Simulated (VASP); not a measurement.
# Pb (Fm-3m) in VASP: further runs, part 2 of 2

VASP 6.6.1. Earlier steps stand in the parts before.

**4. Relaxation of cell and atoms, B3LYP**

Contents of POSCAR:

```
Pb
1.0
    0.0000000000      2.4750200000      2.4750200000
    2.4750200000      0.0000000000      2.4750200000
    2.4750200000      2.4750200000      0.0000000000
Pb
1
Direct
    0.0000000000      0.0000000000      0.0000000000
```

Contents of INCAR.step1:

```
PREC = Accurate
ENCUT = 600
EDIFF = 1E-5
ISMEAR = -1
SIGMA = 0.05
LREAL = F
LASPH = T
NELM = 100
ALGO = Normal
LWAVE = T
LCHARG = F
GGA = PE
NBANDS = 13
```

Contents of INCAR.step2:

```
PREC = Accurate
ENCUT = 600
EDIFF = 1E-7
ISMEAR = -1
SIGMA = 0.05
LREAL = F
LASPH = T
NELM = 100
ALGO = Normal
ISIF = 3
LWAVE = F
LCHARG = F
GGA = B3
LHFCALC = T
AEXX = 0.2
AGGAX = 0.72
AGGAC = 0.81
ALDAC = 0.19
PRECFOCK = Normal
IBRION = 2
NSW = 60
EDIFFG = -0.01
ISTART = 1
```

Contents of KPOINTS:

```
Automatic mesh
0
Gamma
  5 5 5
```

Potentials or basis: VASP PAW PBE potentials, release 64 (Pb_d).

Command:

```bash
> cat potpaw_PBE.64/Pb_d/POTCAR > POTCAR
> cp INCAR.step1 INCAR
> mpirun -np 1 vasp_std > vasp.out
> cp INCAR.step2 INCAR
> mpirun -np 1 vasp_std > vasp.out
```

OUTCAR:

```text
PREC = Accurate
   ENCUT = 600
   EDIFF = 1E-7
   ISMEAR = -1
   LREAL = F
   LASPH = T
   NELM = 100
   ISIF = 3
   GGA = B3
   LHFCALC = T
   AEXX = 0.2
   PRECFOCK = Normal
   IBRION = 2
   NSW = 60
   EDIFFG = -0.01
   ISTART = 1

 ion  position               nearest neighbor table
   1  0.000  0.000  0.000-

  LATTYP: Found a face centered cubic cell.
 ALAT       =     4.9500400000

  Lattice vectors:

 A1 = (   0.0000000000,   2.4750200000,   2.4750200000)
 A2 = (   2.4750200000,   0.0000000000,   2.4750200000)
 A3 = (   2.4750200000,   2.4750200000,   0.0000000000)
[... 172 lines left out ...]
  --------------------------------------------------------------------------------------
  -------------------------------------------------------------------------------------
  Total        0.7226101      0.7226101      0.7226101      0.0000000      0.0000000      0.0000000
  in kB       38.1811033     38.1811033     38.1811033      0.0000000      0.0000000      0.0000000
  external PRESSURE =      38.1811033 kB  Pullay stress =       0.0000000 kB
[... 57 lines left out ...]
--------------------------------------- Ionic step        3  -------------------------------------------

 number of electron      14.0000002 magnetization

 Free energy of the ion-electron system (eV)
  ---------------------------------------------------
  ext. energy  EPLUGINS =         0.00000000
  ---------------------------------------------------
  free energy    TOTEN  =        -3.68130736 eV

  energy without entropy =       -3.66858791  energy(sigma->0) =       -3.67494764

 E-fermi :   6.3446     XC(G=0):  -7.7962

 val. band max:        6.3190585418   @ k =  -0.4000   0.4000   0.2000
 cond. band min:       7.0234752309   @ k =  -0.2000   0.2000   0.0000
 fundamental gap:      0.7044166891
 Fermi energy:         6.3446209633

 k-point     1 :       0.0000    0.0000    0.0000
  band No.  band energies     occupation
      1     -12.2877      2.00000
      2     -12.2877      2.00000
      3     -12.2877      2.00000
      4     -12.1709      2.00000
      5     -12.1709      2.00000
      6      -6.0183      2.00000
      7      14.1765      0.00000
      8      14.1765      0.00000
      9      14.1765      0.00000
     10      17.4787      0.00000
     11      18.3039      0.00000
[... 152 lines left out ...]
  FREE ENERGIE OF THE ION-ELECTRON SYSTEM (eV)
  ---------------------------------------------------
  free  energy   TOTEN  =        -3.6813073589 eV

  energy  without entropy=       -3.6685879115  energy(sigma->0) =       -3.67494764

 reached required accuracy - stopping structural energy minimisation
```

OUTCAR.step1:

```text
PREC = Accurate
   ENCUT = 600
   EDIFF = 1E-5
   ISMEAR = -1
   LREAL = F
[... 357 lines left out ...]

 POSITION                                       TOTAL-FORCE (eV/Angst)
 -----------------------------------------------------------------------------------
      0.00000      0.00000      0.00000         0.000000      0.000000      0.000000
 -----------------------------------------------------------------------------------
    total drift:                               -0.000000     -0.000000     -0.000000

  FREE ENERGIE OF THE ION-ELECTRON SYSTEM (eV)
  ---------------------------------------------------
  free  energy   TOTEN  =        -3.5235870361 eV

  energy  without entropy=       -3.5107357199  energy(sigma->0) =       -3.51716138
```

OSZICAR.step1:

```text
N       E                     dE             d eps       ncg     rms          rms(c)
DAV:   1     0.115948887457E+03    0.11595E+03   -0.74131E+03   265   0.132E+03
DAV:   2     0.251859344278E+01   -0.11343E+03   -0.10951E+03   265   0.343E+02
DAV:   3    -0.338751131899E+01   -0.59061E+01   -0.58642E+01   338   0.806E+01
DAV:   4    -0.352948686338E+01   -0.14198E+00   -0.14190E+00   315   0.130E+01
DAV:   5    -0.353594937567E+01   -0.64625E-02   -0.64623E-02   352   0.263E+00    0.541E-01
DAV:   6    -0.352600135033E+01    0.99480E-02   -0.14051E-02   353   0.208E+00    0.271E-01
DAV:   7    -0.352364519286E+01    0.23562E-02   -0.61815E-03   325   0.129E+00    0.937E-02
DAV:   8    -0.352358976103E+01    0.55432E-04   -0.45278E-04   372   0.339E-01    0.103E-02
DAV:   9    -0.352358703614E+01    0.27249E-05   -0.89428E-06   205   0.578E-02
   1 F= -.35235870E+01 E0= -.35171614E+01  d E =-.128513E-01
```

Run time: 34 min. Hardware: 1 thread of Intel Xeon Platinum 8259CL at 2.50GHz (Skylake/Cascade Lake), shared host; peak memory 0.19 GiB.

What came out:

| Item | Value |
| --- | --- |
| Free energy | -3.6813 eV |
| Relaxed volume | 32.83 Å³/atom |
| Relaxed cell | a = 3.594 Å, b = 3.594 Å, c = 3.594 Å, α = 60.00°, β = 60.00°, γ = 60.00° |
| Space group after relaxing (to 0.05 Å) | Fm-3m (No. 225) |
| Energy gained by relaxing | 27.6 meV/atom |
| Ionic steps | 3 |
| Pressure after relaxing | 0.0 GPa |
| Band gap on the k mesh | zero (band 7 reaches 14.18 eV, above the bottom of band 8 at 5.92 eV) |

Step by step:
```tsv
step	energy change (eV)	largest force (eV/Å)	pressure (GPa)	volume (Å³)
1	0.0000	0.0000	3.82	30.32
2	-0.0254	0.0000	-0.82	33.61
3	-0.0276	0.0000	-0.03	32.83
```

Final structure:
```
Pb
1.0
     0.00000    2.54134    2.54134
     2.54134    0.00000    2.54134
     2.54134    2.54134    0.00000
Pb
1
Direct
  0.00000 0.00000 0.00000
```

Levels at points of the mesh, in eV from the Fermi level:
```tsv
k point	band 5	band 6	band 7	band 8	band 9	band 10
(0.00, 0.00, 0.00)	-18.52	-12.36	7.83	7.83	7.83	11.13
```

Caveat: the k points lie up to 0.43 Å⁻¹ apart in the final cell; the PAW data sets were made with another functional, which shifts forces and pressure a little; spin-orbit coupling is left out, which moves the levels of the heavy elements. Zero-point motion and thermal expansion aren't in these numbers.

**5. The runs side by side**

| task | cell | cutoff (eV) | gap on the mesh (eV) | pressure (GPa) |
| --- | --- | --- | --- | --- |
| single point | a = 3.500 Å, angles 60.0°, 1 atom | 520 | none | 3.7 |
| single point | a = 3.594 Å, angles 60.0°, 1 atom | 520 | none | 0.0 |
| relaxation of cell and atoms | relaxed from a = 3.500 Å, angles 60.0°, 1 atom | 600 | none | 0.0 |

Alike in all rows: level B3LYP; potentials or basis VASP PAW PBE potentials, release 64 (Pb_d); no spin polarisation; k mesh 5 × 5 × 5; smearing fermi-dirac 0.05 eV.

Caveats: all runs use coarse meshes; the PAW data sets were made with another functional, which shifts forces and pressure a little; spin-orbit coupling is left out, which moves the levels of the heavy elements.

Absolute energies hang on the potentials; compare differences alone.
